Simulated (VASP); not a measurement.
Set up this calculation in VASP 6.6.1, as the native input.

```
Task                   : single point
Functional             : PBE
Potentials or basis    : VASP PAW PBE potentials, release 64 (Mg, Cd, Se)
Cutoff                 : 520 eV
k mesh                 : 4 × 4 × 4
Occupations            : gaussian, width 0.1 eV
Spin                   : no spin polarisation
Dipole correction      : no
Further INCAR settings : ALGO = Normal; EDIFF = 1e-07; NBANDS = 31
```

The structure of Mg3CdSe4 lies in POSCAR:

```
Mg3CdSe4
1.0
   -2.8644189000      2.8644189000      5.7288378000
    2.8644189000     -2.8644189000      5.7288378000
    2.8644189000      2.8644189000     -5.7288378000
Mg Cd Se
3 1 4
Direct
    0.5000000000      0.5000000000      0.0000000000
    0.7500000000      0.2500000000      0.5000000000
    0.2500000000      0.7500000000      0.5000000000
    0.0000000000      0.0000000000      0.0000000000
    0.7500000000      0.7500000000      0.0000000000
    0.2500000000      0.2500000000      0.0000000000
    0.5000000000      0.0000000000      0.5000000000
    0.0000000000      0.5000000000      0.5000000000
```

These files were run (other wordings do the same):

INCAR

```
SYSTEM = Mg3CdSe4
  PREC = Accurate
  ENCUT = 520
  EDIFF = 1E-7
  ISMEAR = 0
  SIGMA = 0.1
  LREAL = .False.
  LASPH = .True.
  NELM = 80
  ALGO = Normal
  ISIF = 2
  LWAVE = .False.
  LCHARG = .False.
  GGA = PE
  NBANDS = 31
```

KPOINTS

```
Automatic mesh
0
Gamma
  4 4 4
  0 0 0
```

Potentials or basis: VASP PAW PBE potentials, release 64 (Mg, Cd, Se).

Command:

```console
$ cat potpaw_PBE.64/Mg/POTCAR potpaw_PBE.64/Cd/POTCAR potpaw_PBE.64/Se/POTCAR > POTCAR
$ mpirun -np 1 vasp_std > vasp.out
```

Results of the run:

The pressure is -4.1 GPa. The largest force is 0.294 eV/Å and the band gap on the k mesh is 0.33 eV (least direct gap 0.92 eV).

Caveat: the cell stands under tension.

Wall time 5 min on 1 thread of Intel Xeon 8259CL (shared host), peak memory 0.44 GiB.
